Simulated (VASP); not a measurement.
Write the native input for VASP 6.6.1 that does the following.

* Task: single point
* Functional: PBE
* Potentials or basis: VASP PAW PBE potentials, release 64 (In_d, Te, O)
* Cutoff: 520 eV
* k mesh: 6 × 6 × 4
* Occupations: gaussian, width 0.1 eV
* Spin: no spin polarisation
* Dipole correction: no
* Further INCAR settings: ALGO = Normal; EDIFF = 1e-07; NBANDS = 30

The structure of In2Te2O lies in POSCAR:

```
In2Te2O
1.0
    4.5033493233      0.0000000000      0.0000000000
   -2.2516746617      3.9000149161      0.0000000000
    0.0000000000      0.0000000000      7.2559944260
In Te O
2 2 1
Direct
    0.6666666667      0.3333333333      0.3538149886
    0.3333333333      0.6666666667      0.6461850114
    0.6666666667      0.3333333333      0.8182031678
    0.3333333333      0.6666666667      0.1817968322
    0.0000000000      0.0000000000      0.0000000000
```

One way to write it, as run:

INCAR

```
SYSTEM = In2Te2O
PREC = Accurate
ENCUT = 520
EDIFF = 1E-7
ISMEAR = 0
SIGMA = 0.1
LREAL = .FALSE.
LASPH = .TRUE.
NELM = 100
ALGO = Normal
ISIF = 2
LWAVE = .FALSE.
LCHARG = .FALSE.
GGA = PE
NBANDS = 30
```

KPOINTS

```
regular mesh
0
G
  6 6 4
  0 0 0
```

Potentials or basis: VASP PAW PBE potentials, release 64 (In_d, Te, O).

The run is started by

```bash
$ cat potpaw_PBE.64/In_d/POTCAR potpaw_PBE.64/Te/POTCAR potpaw_PBE.64/O/POTCAR > POTCAR
$ mpirun -np 1 vasp_std > vasp.out
```

Results of the run:

* Pressure: -0.1 GPa
* Largest force: 0.016 eV/Å
* Band gap on the k mesh: zero (band 22 reaches 6.32 eV, above the bottom of band 23 at 5.53 eV)

Caveat: spin-orbit coupling is left out, which moves the levels of the heavy elements.

Run time: 3 min on 1 thread of Oxide Virtual Turin-like Processor, with other jobs on the host, peak memory 0.26 GiB.
